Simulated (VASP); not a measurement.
# Cl in VASP: single point with r2SCAN+D3(BJ)

Aim: the single point of Cl with r2SCAN+D3(BJ).

Everything below comes from runs of VASP 6.6.1. Logs are shortened: lines on timing, memory, paths and dates and some standing lists are left out, and cuts for length are marked.

## 1. The cell of the first run

The cell holds a disordered packing, 24 atoms: a = 9.655 Å, b = 9.655 Å, c = 9.655 Å, α = 90.00°, β = 90.00°, γ = 90.00°.

## 2. Single point, r2SCAN+D3(BJ)

POSCAR

```
Cl
1.0
    9.6548940000      0.0000000000      0.0000000000
    0.0000000000      9.6548940000      0.0000000000
    0.0000000000      0.0000000000      9.6548940000
Cl
24
Direct
    0.1826258769      0.5381170180      0.6564783720
    0.1535748390      0.3332364366      0.6403379500
    0.3744820652      0.3403813970      1.1551492390
    0.3444121399      0.3233514886      0.9513714753
    0.2675740379      0.8135707924      0.8149260541
    0.1921787036      1.0076183866      0.8314393467
    0.9209486986      0.7378822084      0.9610537525
    0.8975249748      0.7782019776      0.7588199786
    0.5370267306      0.3585104920      0.5477649042
    0.5785076961      0.5618344147      0.5545234513
    0.9028831407      0.6692391971      0.3003743633
    0.9348362005      0.4656408444      0.3377592888
    0.2593068486      0.9457923280      0.3182269295
    0.2604119042      0.7639228202      0.4158373842
    0.9501077242      0.1450882820      0.3292786658
    0.9530220997      0.0710041305      0.5229840332
    0.6101201534      0.8862472822      0.5381454796
    0.6311938990      0.8990381214      0.3320687625
    0.9543293840      0.4264587595      0.9730561396
    0.9785723834      0.2212530270      1.0033670654
    0.6130992199      0.0578675101      0.8159988053
    0.6236854878      0.0770801081      1.0230958308
    0.5381763265      0.6878964981      1.0792905465
    0.5583944655      0.6245299793      0.8827880818
```

INCAR.step1

```
ALGO = Normal ; EDIFF = 1E-4
ENCUT = 520 ; GGA = PE
ISMEAR = -1 ; LASPH = T
LCHARG = F ; LREAL = Auto
LWAVE = T ; NBANDS = 102
NELM = 80 ; PREC = Accurate
SIGMA = 0.05
```

INCAR.step2

```
ALGO = Normal ; EDIFF = 1E-7
ENCUT = 520 ; ISIF = 2
ISMEAR = -1 ; ISTART = 1
IVDW = 12 ; LASPH = T
LCHARG = F ; LMIXTAU = T
LREAL = Auto ; LWAVE = F
METAGGA = R2SCAN ; NBANDS = 102
NELM = 80 ; PREC = Accurate
SIGMA = 0.05 ; VDW_A1 = 0.49484001
VDW_A2 = 5.73083694 ; VDW_S6 = 1.0
VDW_S8 = 0.78981345
```

KPOINTS

```
k-points
0
Gamma
  1 1 1
```

Potentials or basis: VASP PAW PBE potentials, release 64 (Cl).

The run is started by

```bash
$ cat potpaw_PBE.64/Cl/POTCAR > POTCAR
$ cp INCAR.step1 INCAR
$ mpirun -np 1 vasp_gam > vasp.out
$ cp INCAR.step2 INCAR
$ mpirun -np 1 vasp_gam > vasp.out
```

OUTCAR:

```text
EDIFF = 1E-7
   ENCUT = 520
   ISIF = 2
   ISMEAR = -1
   ISTART = 1
   IVDW = 12
   LASPH = T
   LREAL = Auto
   METAGGA = R2SCAN
   NELM = 80
   PREC = Accurate
 IVDW          = 12

 ion  position               nearest neighbor table
   1  0.183  0.538  0.656-   2 2.00
   2  0.154  0.333  0.640-   1 2.00
   3  0.374  0.340  0.155-   4 2.00
   4  0.344  0.323  0.951-   3 2.00
   5  0.268  0.814  0.815-   6 2.02
   6  0.192  0.008  0.831-   5 2.02
[... 16 lines left out ...]
  23  0.538  0.688  0.079-  24 2.00
  24  0.558  0.625  0.883-  23 2.00

  LATTYP: Found a simple cubic cell.
 ALAT       =     9.6548940000

  Lattice vectors:

 A1 = (   9.6548940000,   0.0000000000,   0.0000000000)
 A2 = (   0.0000000000,   9.6548940000,   0.0000000000)
 A3 = (   0.0000000000,   0.0000000000,   9.6548940000)

Analysis of symmetry for initial positions (statically):
=====================================================================
 Subroutine PRICEL returns:
 Original cell was already a primitive cell.

 Routine SETGRP: Setting up the symmetry group for a
 simple cubic supercell.

 Subroutine GETGRP returns: Found  1 space group operations
 (whereof  1 operations were pure point group operations)
 out of a pool of 48 trial point group operations.

The static configuration has the point symmetry C_1 .

Analysis of symmetry for dynamics (positions and initial velocities):
=====================================================================
 Subroutine PRICEL returns:
 Original cell was already a primitive cell.

 Routine SETGRP: Setting up the symmetry group for a
 simple cubic supercell.

 Subroutine GETGRP returns: Found  1 space group operations
 (whereof  1 operations were pure point group operations)
 out of a pool of 48 trial point group operations.

The dynamic configuration has the point symmetry C_1 .

 Subroutine INISYM returns: Found  1 space group operations
 (whereof  1 operations are pure point group operations),
 and found     1 'primitive' translations

----------------------------------------------------------------------------------------

                                     Primitive cell

  volume of cell :     900.0000

  direct lattice vectors                    reciprocal lattice vectors
     9.654894000  0.000000000  0.000000000     0.103574415  0.000000000  0.000000000
     0.000000000  9.654894000  0.000000000     0.000000000  0.103574415  0.000000000
     0.000000000  0.000000000  9.654894000     0.000000000  0.000000000  0.103574415

  length of vectors
     9.654894000  9.654894000  9.654894000     0.103574415  0.103574415  0.103574415

  position of ions in fractional coordinates (direct lattice)
     0.182625877  0.538117018  0.656478372
     0.153574839  0.333236437  0.640337950
     0.374482065  0.340381397  0.155149239
     0.344412140  0.323351489  0.951371475
     0.267574038  0.813570792  0.814926054
     0.192178704  0.007618387  0.831439347
[... 16 lines left out ...]
     0.538176327  0.687896498  0.079290546
     0.558394466  0.624529979  0.882788082

  ion indices of the primitive-cell ions
   primitive index   ion index
                 1           1
                 2           2
                 3           3
                 4           4
                 5           5
                 6           6
[... 16 lines left out ...]
                23          23
                24          24

----------------------------------------------------------------------------------------

 KPOINTS: k-points

Automatic generation of k-mesh.
 Grid dimensions read from file:
 generate k-points for:    1    1    1

 Generating k-lattice:

  Cartesian coordinates                     Fractional coordinates (reciprocal lattice)
     0.103574415  0.000000000  0.000000000     1.000000000  0.000000000  0.000000000
     0.000000000  0.103574415  0.000000000     0.000000000  1.000000000  0.000000000
     0.000000000  0.000000000  0.103574415     0.000000000  0.000000000  1.000000000

  Length of vectors
     0.103574415  0.103574415  0.103574415

  Shift w.r.t. Gamma in fractional coordinates (k-lattice)
     0.000000000  0.000000000  0.000000000

 Subroutine IBZKPT returns following result:
 ===========================================

 Found      1 irreducible k-points:

 Following reciprocal coordinates:
            Coordinates               Weight
  0.000000  0.000000  0.000000      1.000000
   k-points           NKPTS =      1   k-points in BZ     NKDIM =      1   number of bands    NBANDS=    102
   number of dos      NEDOS =    301   number of ions     NIONS =     24
   total plane-waves  NPLWV = 373248
   dimension x,y,z NGX =    72 NGY =   72 NGZ =   72
   dimension x,y,z NGXF=   144 NGYF=  144 NGZF=  144
   ions per type =              24
   NGX,Y,Z   is equivalent  to a cutoff of  12.40, 12.40, 12.40 a.u.
   NGXF,Y,Z  is equivalent  to a cutoff of  24.80, 24.80, 24.80 a.u.
 SYSTEM =  unknown system
   PREC   = accura    normal or accurate (medium, high low for compatibility)
   ISTART =      1    job   : 0-new  1-cont  2-samecut
   ICHARG =      0    charge: 1-file 2-atom 10-const
   ISPIN  =      1    spin polarized calculation?
   LNONCOLLINEAR =      F non collinear calculations
   LSORBIT =      F    spin-orbit coupling
   LASPH  =      T    aspherical Exc in radial PAW
   ENCUT  =  520.0 eV  38.22 Ry    6.18 a.u.  17.95 17.95 17.95*2*pi/ulx,y,z
   NELM   =     80;   NELMIN=  2; NELMDL=  0     # of ELM steps
   EDIFF  = 0.1E-06   stopping-criterion for ELM
   LREAL  =      T    real-space projection
   EDIFFG = 0.1E-05   stopping-criterion for IOM
   NSW    =      0    number of steps for IOM
   IBRION =     -1    ionic relax: 0-MD 1-quasi-New 2-CG
   NFREE  =      0    steps in history (QN), initial steepest desc. (CG)
   ISIF   =      2    stress and relaxation
   ISYM   =      2    0-nonsym 1-usesym 2-fastsym
   POTIM  = 0.5000    time-step for ionic-motion
   TEBEG  =    0.0;   TEEND  =   0.0 temperature during run
   PSTRESS=    0.0 pullay stress
   NELECT =     168.0000    total number of electrons
   NUPDOWN=      -1.0000    fix difference up-down
   EMIN   =  10.00;   EMAX   =-10.00  energy-range for DOS
   EFERMI =   0.00;   METHOD = LEGACY
   ISMEAR =    -1;   SIGMA  =   0.05  broadening in eV -4-tet -1-fermi 0-gaus
   EFERMI_NEDOS =   21; number of points for ismear=-14 and -15
   IALGO  =     38    algorithm
   IMIX   =      4    mixing-type and parameters
     AMIX     =   0.40;   BMIX     =  1.00
     AMIX_MAG =   1.60;   BMIX_MAG =  1.00
  volume/ion in A,a.u.               =      37.50       253.06
  Fermi-wavevector in a.u.,A,eV,Ry     =   0.935615  1.768056 11.910201  0.875375
  Thomas-Fermi vector in A             =   2.062540
   LORBIT       =      0    0 simple, 1 ext, 2 COOP (PROOUT), +10 PAW based schemes
   METAGGA = R2SCAN    functional components
   LHFCALC =     F    Hartree Fock is set to
   AEXX    =    0.0000 exact exchange contribution
   IVDW    =    12    specifies the selected vdW correction
   LEPSILON=     F    determine dielectric tensor
   LRPA    =     F    only Hartree local field effects (RPA)
 non-spin polarized calculation
  energy-cutoff  :      520.00
  volume of cell :      900.00
 maximum number of plane-waves:     12104
 NGX is ok and might be reduce to    70
   NGX = 35   NGY = 35   NGZ = 35

 number of electron     167.9999996 magnetization

 Free energy of the ion-electron system (eV)
  ---------------------------------------------------
  ext. energy  EPLUGINS =         0.00000000
  ---------------------------------------------------
  free energy    TOTEN  =      -146.59822079 eV

  energy without entropy =     -146.59822079  energy(sigma->0) =     -146.59822079

 E-fermi :  -1.1512     XC(G=0):  -6.8090

 val. band max:       -2.2431277142   @ k =   0.0000   0.0000   0.0000
 cond. band min:      -0.0573111585   @ k =   0.0000   0.0000   0.0000
 fundamental gap:      2.1858165558
 Fermi energy:        -1.1511612365

 k-point     1 :       0.0000    0.0000    0.0000
  band No.  band energies     occupation
      1     -20.0205      2.00000
      2     -19.8218      2.00000
      3     -19.7637      2.00000
      4     -19.6817      2.00000
      5     -19.6340      2.00000
      6     -19.5890      2.00000
[... 88 lines left out ...]
     95       1.1472      0.00000
     96       1.2147      0.00000
 [bands above 96 left out]

------------------------ aborting loop because EDIFF is reached ----------------------------------------

 Edisp (eV)   -1.35945

 E8    (eV) :    -0.3402

  FORCE on cell =-STRESS in cart. coord.  units (eV):
  Direction    XX          YY          ZZ          XY          YZ          ZX
  --------------------------------------------------------------------------------------
  -------------------------------------------------------------------------------------
  Total      -1.36010    -6.40171    -7.58382     0.38867     0.42370    -0.09783
  in kB      -2.42125   -11.39630   -13.50069     0.69190     0.75426    -0.17416
  external pressure =       -9.11 kB  Pullay stress =        0.00 kB

 VOLUME and BASIS-vectors are now :
 -----------------------------------------------------------------------------
  energy-cutoff  :      520.00
  volume of cell :      900.00
      direct lattice vectors                 reciprocal lattice vectors
     9.654894000  0.000000000  0.000000000     0.103574415  0.000000000  0.000000000
     0.000000000  9.654894000  0.000000000     0.000000000  0.103574415  0.000000000
     0.000000000  0.000000000  9.654894000     0.000000000  0.000000000  0.103574415

 POSITION                                       TOTAL-FORCE (eV/Angst)
 -----------------------------------------------------------------------------------
      1.76323      5.19546      6.33823        -0.005677     -0.234518     -0.012509
      1.48275      3.21736      6.18240         0.021394      0.229784      0.001894
      3.61558      3.28635      1.49795        -0.060277     -0.048576     -0.197502
      3.32526      3.12192      9.18539         0.004177      0.025175      0.244740
      2.58340      7.85494      7.86802        -0.088721      0.469253      0.052847
      1.85547      0.07355      8.02746         0.175503     -0.448808     -0.036328
[... 16 lines left out ...]
      5.19604      6.64157      0.76554         0.042907     -0.083063     -0.198292
      5.39124      6.02977      8.52323         0.009643      0.121683      0.159384
 -----------------------------------------------------------------------------------
    total drift:                                0.002656      0.003147     -0.005916

  FREE ENERGIE OF THE ION-ELECTRON SYSTEM (eV)
  ---------------------------------------------------
  free  energy   TOTEN  =      -147.9576747964 eV

  energy  without entropy=     -147.9576747949  energy(sigma->0) =     -147.95767480
```

Run time: 8.5 min. Hardware: 1 thread of Intel Xeon Platinum 8259CL at 2.50GHz (Skylake/Cascade Lake), shared host; peak memory 0.8 GiB.

What came out:

- Free energy: -147.9577 eV
- Pressure: -0.9 GPa
- Largest force: 0.489 eV/Å
- Dispersion energy per atom: -0.057 eV

Forces on the atoms (eV/Å):
```
Cl  -0.006 -0.235 -0.013
Cl   0.021  0.230  0.002
Cl  -0.060 -0.049 -0.198
Cl   0.004  0.025  0.245
Cl  -0.089  0.469  0.053
Cl   0.176 -0.449 -0.036
Cl  -0.060  0.062 -0.243
Cl  -0.012 -0.064  0.220
Cl   0.061  0.201  0.006
Cl  -0.052 -0.202 -0.002
Cl   0.076 -0.460  0.079
Cl  -0.068  0.479 -0.073
Cl   0.002 -0.124  0.031
Cl   0.012  0.105 -0.058
Cl  -0.008 -0.048  0.137
Cl   0.004  0.042 -0.135
Cl   0.023  0.006 -0.184
Cl  -0.053  0.004  0.180
Cl   0.033 -0.317  0.037
Cl  -0.046  0.307 -0.046
Cl   0.052  0.040  0.456
Cl  -0.064 -0.060 -0.418
Cl   0.043 -0.083 -0.198
Cl   0.010  0.122  0.159
```

Levels at points of the mesh, in eV from the Fermi level:
```tsv
k point	band 81	band 82	band 83	band 84	band 85	band 86	band 87	band 88
(0.00, 0.00, 0.00)	-1.35	-1.31	-1.29	-1.09	1.09	1.41	1.62	1.75
```

Caveat: the k points lie up to 0.65 Å⁻¹ apart; the PAW data sets were made with another functional, which shifts forces and pressure a little.
